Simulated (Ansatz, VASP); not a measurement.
**One calculation of Te6Mo3H, two programs**

```xyz
10
Lattice="3.4334 0.0000 0.0000 -1.7167 2.9734 0.0000 0.0000 0.0000 20.7704" Properties=species:S:1:pos:R:3 pbc="T T T"
Te    0.0000    0.0000   18.9546
Te    0.0000    1.9823   12.2916
Te    0.0000    1.9823    4.8459
Te    0.0000    1.9823   15.9246
Te    0.0000    1.9823    8.4789
Te    0.0000    0.0000    1.8158
Mo    0.0000    0.0000   14.1063
Mo    0.0000    0.0000    6.6642
Mo    0.0000    1.9823    0.0000
H     0.0084   -1.8123   15.6265
```

Alike in both runs: task single point; functional PBEsol; dispersion D3(BJ); k mesh 9 × 9 × 2; occupations gaussian, width 0.05 eV; no spin polarisation.

```csv
,VASP,Ansatz
version,VASP 6.6.1,Ansatz 0.2.0
potentials or method,"VASP PAW PBE potentials, release 64 (Te, Mo_sv, H), cutoff 400 eV","scalar-relativistic, plane waves, PAW"
valence electrons in the cell,79,139
```

|  | VASP | Ansatz | Ansatz less VASP |
| --- | --- | --- | --- |
| gap on the k mesh at the Fermi level (eV) | none | none | - |
| pressure (GPa) | 2.5 | 2.5 | +0.06 |
| traceless stress, the component that is largest in VASP (GPa) | 0.64 | 0.65 | +0.007 |
| rms of the force components (eV/Å) | 0.486 | 0.478 | -0.0084 |

VASP's potentials were made for PBE, not for PBEsol, and Ansatz warns of the same on its side. Atom by atom the forces differ by 0.016 eV/Å (rms over components). A gap of «none» marks a metal or a gap that the smearing closes. VASP's potentials hold 79 valence electrons a cell and Ansatz's 139, so a difference there can come from the potentials and not from the codes.

Neither program's run includes spin-orbit coupling.
